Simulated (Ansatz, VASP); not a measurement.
**Au: VASP beside Ansatz**

```
CELL_PARAMETERS angstrom
0.00000 2.03366 2.03366
2.03366 0.00000 2.03366
2.03366 2.03366 0.00000
ATOMIC_POSITIONS crystal
Au 0.00000 0.00000 0.00000
```

Alike in both runs: task single point; functional r2SCAN; k mesh 22 × 22 × 22; occupations fermi-dirac, width 0.1 eV; no spin polarisation.

|  | VASP | Ansatz |
| --- | --- | --- |
| version | VASP 6.6.1 | Ansatz 0.2.0 |
| potentials or method | VASP PAW PBE potentials, release 64 (Au), cutoff 520 eV | plane waves (500 eV) with PAW, scalar-relativistic |
| valence electrons in the cell | 11 | 19 |

```csv
,VASP,Ansatz,Ansatz less VASP
pressure (GPa),7.7,7.3,-0.38
```

VASP's potentials were made for PBE, not for r2SCAN. With one functional, cell and mesh, what is left measures potentials, basis and numerics. VASP's potentials hold 11 valence electrons a cell and Ansatz's 19, so a difference there can come from the potentials and not from the codes.

Neither program's run includes spin-orbit coupling.
